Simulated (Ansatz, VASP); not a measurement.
## C in VASP and in Ansatz

Contents of POSCAR:

```
C
1.0
    0.0000000000      1.5481131777      1.5481131777
    1.5481131777      0.0000000000      1.5481131777
    1.5481131777      1.5481131777      0.0000000000
C
1
Direct
    0.0000000000      0.0000000000      0.0000000000
```

Contents of INCAR.step1:

```
  ALGO = Normal
  EDIFF = 1E-4
  ENCUT = 520
  GGA = PE
  ISMEAR = -1
  LASPH = True
  LCHARG = False
  LREAL = False
  LWAVE = True
  NBANDS = 8
  NELM = 100
  PREC = Accurate
  SIGMA = 0.1
```

INCAR.step2

```
  ALGO = Normal
  EDIFF = 1E-6
  ENCUT = 520
  ISIF = 2
  ISMEAR = -1
  ISTART = 1
  LASPH = True
  LCHARG = False
  LMIXTAU = True
  LREAL = False
  LWAVE = False
  METAGGA = R2SCAN
  NBANDS = 8
  NELM = 100
  PREC = Accurate
  SIGMA = 0.1
```

Contents of KPOINTS:

```
k-points
0
Gamma
  20 20 20
```

Input for Ansatz:

```yaml
crystal:
  lattice:
    - [0.0, 1.5481131777, 1.5481131777]
    - [1.5481131777, 0.0, 1.5481131777]
    - [1.5481131777, 1.5481131777, 0.0]
  atoms:
    - { symbol: C, position: [0.0, 0.0, 0.0] }
hamiltonian:
  xc: r2scan
  pseudopotentials:
    kind: paw
    azcp:
      C: "pseudopotentials/C.paw.azcp"
basis:
  ecutwfc: 500
  fft_grid_basis: typed
kpoints:
  mp_grid: { grid: [20, 20, 20], shift: [0, 0, 0] }
magnetization:
  spin_polarized: false
scf:
  occupations: { method: fermi_dirac, width: 0.1 }
  lower_state_search: "off"
output:
  stress: true
```

Alike in both runs: task single point; functional r2SCAN; k mesh 20 × 20 × 20; occupations fermi-dirac, width 0.1 eV; no spin polarisation.

```csv
,VASP,Ansatz
version,VASP 6.6.1,Ansatz 0.2.0
potentials or method,"VASP PAW PBE potentials, release 64 (C), cutoff 520 eV","plane waves (500 eV) with PAW, scalar-relativistic"
valence electrons in the cell,4,4
```

```tsv
	VASP	Ansatz	Ansatz less VASP
pressure (GPa)	0.0	-0.2	-0.14
```

VASP's potentials were made for PBE, not for r2SCAN.
